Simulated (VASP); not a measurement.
AlNi: single point with PBEsol

AlNi:

```
Al Ni
1.0
     2.83325    0.00000    0.00000
     0.00000    2.83325    0.00000
     0.00000    0.00000    2.83325
Al Ni
1 1
Direct
  0.00000 0.00000 0.00000
  0.50000 0.50000 0.50000
```

This cell differs from its parent crystal: volume scaled by 0.97.

- Program: VASP 6.6.1
- Task: single point
- Functional: PBEsol
- Potentials or basis: VASP PAW PBE potentials, release 64 (Al, Ni)
- Cutoff: 520 eV
- k mesh: 14 × 14 × 14
- Occupations: gaussian, width 0.1 eV
- Spin: no spin polarisation
- Dipole correction: no
- Further INCAR settings: ALGO = Fast; EDIFF = 1e-07; NBANDS = 14

| Property | Result |
| --- | --- |
| Pressure | 5.8 GPa |

Levels at points of the mesh, in eV from the Fermi level:
| k point | band 3 | band 4 | band 5 | band 6 | band 7 | band 8 | band 9 | band 10 | band 11 | band 12 |
| --- | --- | --- | --- | --- | --- | --- | --- | --- | --- | --- |
| (0.00, 0.00, 0.00) | -3.46 | -1.62 | -1.62 | -1.62 | 5.74 | 5.74 | 5.74 | 8.34 | 8.34 | 14.68 |
| (0.50, 0.00, 0.00) | -2.94 | -2.37 | -2.37 | -1.52 | -0.65 | 8.38 | 10.27 | 10.27 | 11.43 | 11.43 |
| (0.50, 0.50, 0.00) | -2.99 | -2.99 | -2.20 | -2.20 | -1.05 | 1.58 | 2.77 | 12.88 | 15.56 | 15.56 |
| (0.50, 0.50, 0.50) | -4.33 | -1.02 | -1.02 | 1.97 | 1.97 | 1.97 | 4.21 | 4.73 | 4.73 | 4.73 |

Run time: 25 s on 1 thread of Intel(R) Xeon(R) Platinum 8559C (Emerald Rapids), with other jobs on the host, peak memory 0.16 GiB.

Caveat: the PAW data sets were made with another functional, which shifts forces and pressure a little. Spin polarisation is off, so any magnetic state and its effect on volume and gap are missing.
